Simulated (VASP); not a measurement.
# ErAlS2 (P6/mmm) in VASP: a series of runs

The runs below take ErAlS2 through single point, relaxation of cell and atoms, with PBE.

Program: VASP 6.6.1. These are calculated values, not measurements. Logs are shortened: lines on timing, memory, paths and dates and some standing lists are left out, and cuts for length are marked.

## 1. The cell of the first run

It takes space group P6/mmm (No. 191, hexagonal). Conventional cell: a = 3.929 Å, b = 3.929 Å, c = 9.251 Å, α = 90.00°, β = 90.00°, γ = 120.00°. Er (site symmetry 6/mmm) has 2 S at 2.54 Å within 3.4 Å. Within 2.8 Å of Al (site symmetry 6/mmm) lie 2 S at 2.09 Å. Within 2.8 Å of S (site symmetry 6mm) lie 1 Al at 2.09 Å and 1 Er at 2.54 Å.

## 2. Single point, PBE

Input file INCAR:

```
SYSTEM = ErAlS2
PREC = Accurate
ENCUT = 500
EDIFF = 1E-6
ISMEAR = 0
SIGMA = 0.1
LREAL = .False.
LASPH = .True.
NELM = 200
ALGO = Normal
ISIF = 2
LWAVE = .False.
LCHARG = .False.
GGA = PE
NBANDS = 20
GGA_COMPAT = .False.
LMAXMIX = 6
```

Input file KPOINTS:

```
regular mesh
0
Gamma
  12 12 6
  0 0 0
```

Input file POSCAR:

```
ErAlS2
1.0
    3.9289879393      0.0000000000      0.0000000000
   -1.9644939696      3.4026033666      0.0000000000
    0.0000000000      0.0000000000      9.2513424658
Er Al S
1 1 2
Direct
    0.0000000000      0.0000000000      0.5000000000
    0.0000000000      0.0000000000      0.0000000000
    0.0000000000      0.0000000000      0.2254748790
    0.0000000000      0.0000000000      0.7745251210
```

Potentials or basis: VASP PAW PBE potentials, release 64 (Er_3, Al, S), 4f in core.

Started as:

```
$ cat potpaw_PBE.64/Er_3/POTCAR potpaw_PBE.64/Al/POTCAR potpaw_PBE.64/S/POTCAR > POTCAR
$ mpirun -np 1 vasp_std > vasp.out
```

OUTCAR:

```text
SYSTEM = ErAlS2
   PREC = Accurate
   ENCUT = 500
   EDIFF = 1E-6
   ISMEAR = 0
   LREAL = .False.
   LASPH = .True.
   NELM = 200
   ISIF = 2
   GGA = PE

 ion  position               nearest neighbor table
   1  0.000  0.000  0.500-   3 2.54   4 2.54
   2  0.000  0.000  0.000-   3 2.09   4 2.09
   3  0.000  0.000  0.225-   2 2.09   1 2.54
   4  0.000  0.000  0.775-   2 2.09   1 2.54

  LATTYP: Found a hexagonal cell.
 ALAT       =     3.9289879393
 C/A-ratio  =     2.3546375323

  Lattice vectors:

 A1 = (   3.9289879393,   0.0000000000,   0.0000000000)
 A2 = (  -1.9644939696,   3.4026033666,   0.0000000000)
 A3 = (   0.0000000000,   0.0000000000,   9.2513424658)

Analysis of symmetry for initial positions (statically):
=====================================================================
 Subroutine PRICEL returns:
 Original cell was already a primitive cell.

 Routine SETGRP: Setting up the symmetry group for a
 hexagonal supercell.

 Subroutine GETGRP returns: Found 24 space group operations
 (whereof 24 operations were pure point group operations)
 out of a pool of 24 trial point group operations.

The static configuration has the point symmetry D_6h.

Analysis of symmetry for dynamics (positions and initial velocities):
=====================================================================
 Subroutine PRICEL returns:
 Original cell was already a primitive cell.

 Routine SETGRP: Setting up the symmetry group for a
 hexagonal supercell.

 Subroutine GETGRP returns: Found 24 space group operations
 (whereof 24 operations were pure point group operations)
 out of a pool of 24 trial point group operations.

The dynamic configuration has the point symmetry D_6h.

 Subroutine INISYM returns: Found 24 space group operations
 (whereof 24 operations are pure point group operations),
 and found     1 'primitive' translations

----------------------------------------------------------------------------------------

                                     Primitive cell

  volume of cell :     123.6792

  direct lattice vectors                    reciprocal lattice vectors
     3.928987939  0.000000000  0.000000000     0.254518470  0.146946307  0.000000000
    -1.964493970  3.402603367  0.000000000     0.000000000  0.293892615  0.000000000
[... 87 lines left out ...]
   ENCUT  =  500.0 eV  36.75 Ry    6.06 a.u.   7.16  7.16 16.87*2*pi/ulx,y,z
   NELM   =    200;   NELMIN=  2; NELMDL= -5     # of ELM steps
   EDIFF  = 0.1E-05   stopping-criterion for ELM
   LREAL  =      F    real-space projection
   EDIFFG = 0.1E-04   stopping-criterion for IOM
   NSW    =      0    number of steps for IOM
   IBRION =     -1    ionic relax: 0-MD 1-quasi-New 2-CG
   NFREE  =      0    steps in history (QN), initial steepest desc. (CG)
   ISIF   =      2    stress and relaxation
   ISYM   =      2    0-nonsym 1-usesym 2-fastsym
   POTIM  = 0.5000    time-step for ionic-motion
   TEBEG  =    0.0;   TEEND  =   0.0 temperature during run
   PSTRESS=    0.0 pullay stress
   NELECT =      24.0000    total number of electrons
   NUPDOWN=      -1.0000    fix difference up-down
   EMIN   =  10.00;   EMAX   =-10.00  energy-range for DOS
   EFERMI =   0.00;   METHOD = LEGACY
   ISMEAR =     0;   SIGMA  =   0.10  broadening in eV -4-tet -1-fermi 0-gaus
   EFERMI_NEDOS =   21; number of points for ismear=-14 and -15
   IALGO  =     38    algorithm
   IMIX   =      4    mixing-type and parameters
     AMIX     =   0.40;   BMIX     =  1.00
     AMIX_MAG =   1.60;   BMIX_MAG =  1.00
  volume/ion in A,a.u.               =      30.92       208.66
  Fermi-wavevector in a.u.,A,eV,Ry     =   0.947792  1.791067 12.222242  0.898309
  Thomas-Fermi vector in A             =   2.075919
   LORBIT       =      0    0 simple, 1 ext, 2 COOP (PROOUT), +10 PAW based schemes
   GGA     = PE    functional components
   LHFCALC =     F    Hartree Fock is set to
   AEXX    =    0.0000 exact exchange contribution
   IVDW    =     0    specifies the selected vdW correction
   LEPSILON=     F    determine dielectric tensor
   LRPA    =     F    only Hartree local field effects (RPA)
 non-spin polarized calculation
 Gauss-broadening in eV      SIGMA  =   0.10
  energy-cutoff  :      500.00
  volume of cell :      123.68
 maximum number of plane-waves:      3180
 NGX is ok and might be reduce to    30
   NGX = 15   NGY = 15   NGZ = 33

 number of electron      23.9999996 magnetization

 Free energy of the ion-electron system (eV)
  ---------------------------------------------------
  ext. energy  EPLUGINS =         0.00000000
  ---------------------------------------------------
  free energy    TOTEN  =       -17.15919589 eV

  energy without entropy =      -17.14283287  energy(sigma->0) =      -17.15101438

 E-fermi :   2.2595     XC(G=0):  -8.1864

 val. band max:        2.2553071037   @ k =   0.2500   0.2500   0.0000
 cond. band min:       2.2689111936   @ k =   0.0000   0.0000   0.5000
 fundamental gap:      0.0136040899
 Fermi energy:         2.2595254620

 k-point     1 :       0.0000    0.0000    0.0000
  band No.  band energies     occupation
      1     -23.1846      2.00000
      2     -23.0895      2.00000
      3     -23.0895      2.00000
      4     -11.0306      2.00000
      5     -10.4679      2.00000
      6      -4.5272      2.00000
[... 541 lines left out ...]
     19       6.7136      0.00000
     20       7.1367      0.00000

 [... further k-points ...]

------------------------ aborting loop because EDIFF is reached ----------------------------------------

  FORCE on cell =-STRESS in cart. coord.  units (eV):
  Direction    XX          YY          ZZ          XY          YZ          ZX
  --------------------------------------------------------------------------------------
  -------------------------------------------------------------------------------------
  Total       -0.0128502     -0.0128502      0.0706390     -0.0000000      0.0000000      0.0000000
  in kB       -0.1664651     -0.1664651      0.9150790     -0.0000000      0.0000000      0.0000000
  external PRESSURE =       0.1940496 kB  Pullay stress =       0.0000000 kB

 VOLUME and BASIS-vectors are now :
 -----------------------------------------------------------------------------
  energy-cutoff  :      500.00
  volume of cell :      123.68
      direct lattice vectors                 reciprocal lattice vectors
     3.928987939  0.000000000  0.000000000     0.254518470  0.146946307  0.000000000
    -1.964493970  3.402603367  0.000000000     0.000000000  0.293892615  0.000000000
     0.000000000  0.000000000  9.251342466     0.000000000  0.000000000  0.108092420

 POSITION                                       TOTAL-FORCE (eV/Angst)
 -----------------------------------------------------------------------------------
      0.00000      0.00000      4.62567        -0.000000      0.000000      0.000000
      0.00000      0.00000      0.00000        -0.000000      0.000000      0.000000
      0.00000      0.00000      2.08595        -0.000000     -0.000000     -0.082006
      0.00000      0.00000      7.16540         0.000000      0.000000      0.082006
 -----------------------------------------------------------------------------------
    total drift:                               -0.000000      0.000000      0.000000

  FREE ENERGIE OF THE ION-ELECTRON SYSTEM (eV)
  ---------------------------------------------------
  free  energy   TOTEN  =       -17.1591958871 eV

  energy  without entropy=      -17.1428328722  energy(sigma->0) =      -17.15101438
```

Wall time 1.7 min (1 thread of AMD EPYC 9R45 (Zen 5), shared host); peak memory 0.33 GiB.

Results:

```yaml
Free_energy: -17.1592 eV
Pressure: 0.0 GPa
Largest_force: 0.082 eV/Å
Band_gap_on_the_k_mesh: zero (bands 12 and 13 overlap by 0.99 eV)
```

Forces in eV/Å, atoms in the order of the input:
```
Er   0.000  0.000  0.000
Al   0.000  0.000  0.000
S    0.000  0.000 -0.082
S    0.000  0.000  0.082
```

Levels at points of the mesh, in eV from the Fermi level:
```
           k point  band 8  band 9  band 10  band 11  band 12  band 13  band 14  band 15  band 16  band 17
(0.00, 0.00, 0.00)   -2.50   -1.46    -1.46    -1.46    -1.46    -0.47     1.93     1.93     3.62     3.62
(0.50, 0.00, 0.00)   -3.72   -3.47    -1.97    -1.90    -0.47     0.17     1.08     1.63     2.69     3.21
(0.00, 0.00, 0.50)   -2.26   -1.67    -1.67    -1.21    -1.21     0.01     1.93     1.93     3.13     3.13
(0.50, 0.00, 0.50)   -4.04   -3.26    -2.17    -1.64    -0.43    -0.25     1.83     1.89     2.45     3.15
```

Caveat: spin-orbit coupling is left out, which moves the levels of the heavy elements; the 4f electrons are frozen in the core, so they carry no moment and show no levels; the run has no spin polarisation, though such a crystal can be magnetic. Spin polarisation is off, so any magnetic state and its effect on volume and gap are missing.

## 3. Relaxation of cell and atoms, PBE

This run uses another cell than the first one, of 30.49 Å³/atom.

Input file INCAR:

```
  PREC = Accurate
  ENCUT = 500
  EDIFF = 1E-7
  ISMEAR = 0
  SIGMA = 0.1
  LREAL = False
  LASPH = True
  NELM = 200
  ALGO = Normal
  ISIF = 3
  LWAVE = False
  LCHARG = False
  GGA = PE
  IBRION = 2
  NSW = 100
  EDIFFG = -0.01
  GGA_COMPAT = False
  NELMIN = 4
  LMAXMIX = 6
```

Input file KPOINTS:

```
Automatic mesh
0
Gamma
  12 12 6
```

Input file POSCAR:

```
ErAlS2
1.0
    3.9043874234      0.0000000000      0.0000000000
   -1.9521937117      3.3812986949      0.0000000000
    0.0000000000      0.0000000000      9.2395760339
Er Al S
1 1 2
Direct
    0.0000000000      0.0000000000      0.5000000000
    0.0000000000      0.0000000000      0.0000000000
    0.0000000000      0.0000000000      0.2261469516
    0.0000000000      0.0000000000      0.7738530484
```

Potentials or basis: VASP PAW PBE potentials, release 64 (Er_3, Al, S), 4f in core.

Started as:

```
$ cat potpaw_PBE.64/Er_3/POTCAR potpaw_PBE.64/Al/POTCAR potpaw_PBE.64/S/POTCAR > POTCAR
$ mpirun -np 1 vasp_std > vasp.out
```

OUTCAR:

```text
PREC = Accurate
   ENCUT = 500
   EDIFF = 1E-7
   ISMEAR = 0
   LREAL = False
   LASPH = True
   NELM = 200
   ISIF = 3
   GGA = PE
   IBRION = 2
   NSW = 100
   EDIFFG = -0.01
   NELMIN = 4

 ion  position               nearest neighbor table
   1  0.000  0.000  0.500-   3 2.53   4 2.53
   2  0.000  0.000  0.000-   3 2.09   4 2.09
   3  0.000  0.000  0.226-   2 2.09   1 2.53
   4  0.000  0.000  0.774-   2 2.09   1 2.53

  LATTYP: Found a hexagonal cell.
 ALAT       =     3.9043874234
 C/A-ratio  =     2.3664598391

  Lattice vectors:

 A1 = (   3.9043874234,   0.0000000000,   0.0000000000)
 A2 = (  -1.9521937117,   3.3812986949,   0.0000000000)
 A3 = (   0.0000000000,   0.0000000000,   9.2395760339)

Analysis of symmetry for initial positions (statically):
=====================================================================
 Subroutine PRICEL returns:
 Original cell was already a primitive cell.

 Routine SETGRP: Setting up the symmetry group for a
 hexagonal supercell.

 Subroutine GETGRP returns: Found 24 space group operations
 (whereof 24 operations were pure point group operations)
 out of a pool of 24 trial point group operations.

The static configuration has the point symmetry D_6h.

Analysis of symmetry for dynamics (positions and initial velocities):
=====================================================================
 Subroutine PRICEL returns:
 Original cell was already a primitive cell.

 Routine SETGRP: Setting up the symmetry group for a
 hexagonal supercell.

 Subroutine GETGRP returns: Found 24 space group operations
 (whereof 24 operations were pure point group operations)
 out of a pool of 24 trial point group operations.

The dynamic configuration has the point symmetry D_6h.

 Subroutine INISYM returns: Found 24 space group operations
 (whereof 24 operations are pure point group operations),
[... 127 lines left out ...]
   AEXX    =    0.0000 exact exchange contribution
   IVDW    =     0    specifies the selected vdW correction
   LEPSILON=     F    determine dielectric tensor
   LRPA    =     F    only Hartree local field effects (RPA)
 conjugate gradient relaxation of ions
 non-spin polarized calculation
 Gauss-broadening in eV      SIGMA  =   0.10
  energy-cutoff  :      500.00
  volume of cell :      121.98
 maximum number of plane-waves:      3126
   NGX = 15   NGY = 15   NGZ = 33

--------------------------------------- Ionic step        1  -------------------------------------------

 number of electron      23.9999996 magnetization

 Free energy of the ion-electron system (eV)
  ---------------------------------------------------
  ext. energy  EPLUGINS =         0.00000000
  ---------------------------------------------------
  free energy    TOTEN  =       -17.15629252 eV

  energy without entropy =      -17.13999490  energy(sigma->0) =      -17.14814371

------------------------ aborting loop because EDIFF is reached ----------------------------------------

  FORCE on cell =-STRESS in cart. coord.  units (eV):
  Direction    XX          YY          ZZ          XY          YZ          ZX
  --------------------------------------------------------------------------------------
  -------------------------------------------------------------------------------------
  Total        0.1576023      0.1576023      0.1621928      0.0000000     -0.0000000      0.0000000
  in kB        2.0700685      2.0700685      2.1303627      0.0000000     -0.0000000      0.0000000
  external PRESSURE =       2.0901666 kB  Pullay stress =       0.0000000 kB
[... 215 lines left out ...]
--------------------------------------- Ionic step        7  -------------------------------------------

 number of electron      23.9999998 magnetization

 Free energy of the ion-electron system (eV)
  ---------------------------------------------------
  ext. energy  EPLUGINS =         0.00000000
  ---------------------------------------------------
  free energy    TOTEN  =       -17.15940870 eV

  energy without entropy =      -17.14313118  energy(sigma->0) =      -17.15126994

 E-fermi :   2.2664     XC(G=0):  -8.1870

 val. band max:        2.2582652519   @ k =   0.2500   0.2500   0.0000
 cond. band min:       2.2744282803   @ k =   0.0000   0.0000   0.5000
 fundamental gap:      0.0161630285
 Fermi energy:         2.2663598585

 k-point     1 :       0.0000    0.0000    0.0000
  band No.  band energies     occupation
      1     -23.1924      2.00000
      2     -23.0969      2.00000
      3     -23.0969      2.00000
      4     -11.0322      2.00000
      5     -10.4729      2.00000
      6      -4.5217      2.00000
[... 433 lines left out ...]
      3     -23.1215      2.00000
      4     -10.7283      2.00000
      5     -10.2741      2.00000
      6      -3.8708      2.00000
[... 8 lines left out ...]
     15       3.9412      0.00000
     16       5.1255      0.00000

 [... further k-points ...]

------------------------ aborting loop because EDIFF is reached ----------------------------------------

  FORCE on cell =-STRESS in cart. coord.  units (eV):
  Direction    XX          YY          ZZ          XY          YZ          ZX
  --------------------------------------------------------------------------------------
  -------------------------------------------------------------------------------------
  Total        0.0013292      0.0013292      0.0065859      0.0000000      0.0000000      0.0000000
  in kB        0.0172198      0.0172198      0.0853230      0.0000000      0.0000000      0.0000000
  external PRESSURE =       0.0399208 kB  Pullay stress =       0.0000000 kB
[... 19 lines left out ...]
  FREE ENERGIE OF THE ION-ELECTRON SYSTEM (eV)
  ---------------------------------------------------
  free  energy   TOTEN  =       -17.1594087014 eV

  energy  without entropy=      -17.1431311769  energy(sigma->0) =      -17.15126994

 reached required accuracy - stopping structural energy minimisation
```

OSZICAR:

```text
N       E                     dE             d eps       ncg     rms          rms(c)
DAV:   1     0.102954279494E+03    0.10295E+03   -0.10053E+04  3632   0.124E+03
[... 66 lines left out ...]
DAV:   1    -0.171604428442E+02   -0.10903E-02   -0.22287E-02  3616   0.108E+00    0.174E-01
DAV:   2    -0.171595938080E+02    0.84904E-03   -0.20733E-03  3536   0.304E-01    0.668E-02
DAV:   3    -0.171594409864E+02    0.15282E-03   -0.42231E-04  4288   0.209E-01    0.351E-02
DAV:   4    -0.171594196785E+02    0.21308E-04   -0.43312E-05  3832   0.583E-02    0.253E-02
DAV:   5    -0.171594115429E+02    0.81357E-05   -0.15072E-05  4392   0.513E-02    0.176E-02
DAV:   6    -0.171594091269E+02    0.24159E-05   -0.47833E-06  4232   0.282E-02    0.535E-03
DAV:   7    -0.171594086879E+02    0.43902E-06   -0.26165E-07  2464   0.426E-03    0.855E-04
DAV:   8    -0.171594087014E+02   -0.13522E-07   -0.30875E-08  1384   0.284E-03
   7 F= -.17159409E+02 E0= -.17151270E+02  d E =-.208993E-03
```

It took 5.1 min on 1 thread of AMD EPYC 9R45 (Zen 5), shared host; peak memory 0.32 GiB.

What came out:

* Free energy: -17.1594 eV
* Relaxed volume: 30.92 Å³/atom
* Relaxed cell: a = 3.927 Å, b = 3.927 Å, c = 9.259 Å, α = 90.00°, β = 90.00°, γ = 120.00°
* Space group after relaxing (to 0.1 Å): P6/mmm (No. 191)
* Energy gained by relaxing: 0.8 meV/atom
* Ionic steps: 7
* Pressure after relaxing: 0.0 GPa
* Band gap on the k mesh: zero (bands 12 and 13 overlap by 0.98 eV)

Forces on the atoms (eV/Å):
```
Er   0.000  0.000  0.000
Al   0.000  0.000  0.000
S    0.000  0.000 -0.002
S    0.000  0.000  0.002
```

Step by step:
```csv
step,energy change (eV),largest force (eV/Å),pressure (GPa),volume (Å³)
1,0.0000,0.1761,0.21,121.98
2,-0.0025,0.0549,0.06,122.68
3,-0.0028,0.0003,-0.01,123.01
4,-0.0025,0.0710,0.24,123.12
5,-0.0029,0.0270,0.08,123.05
6,-0.0031,0.0127,0.04,123.35
7,-0.0031,0.0023,0.00,123.67
```

Final structure:
```yaml
crystal:
  lattice:
    - [3.92723, 0.00000, 0.00000]
    - [-1.96361, 3.40108, 0.00000]
    - [0.00000, 0.00000, 9.25888]
  atoms:
    - { symbol: Er, position: [0.00000, 0.00000, 0.50000] }
    - { symbol: Al, position: [0.00000, 0.00000, 0.00000] }
    - { symbol: S, position: [0.00000, 0.00000, 0.22490] }
    - { symbol: S, position: [0.00000, 0.00000, 0.77510] }
```

Caveat: spin-orbit coupling is left out, which moves the levels of the heavy elements; the 4f electrons are frozen in the core, so they carry no moment and show no levels; the run has no spin polarisation, though such a crystal can be magnetic. Spin polarisation is off, so any magnetic state and its effect on volume and gap are missing.
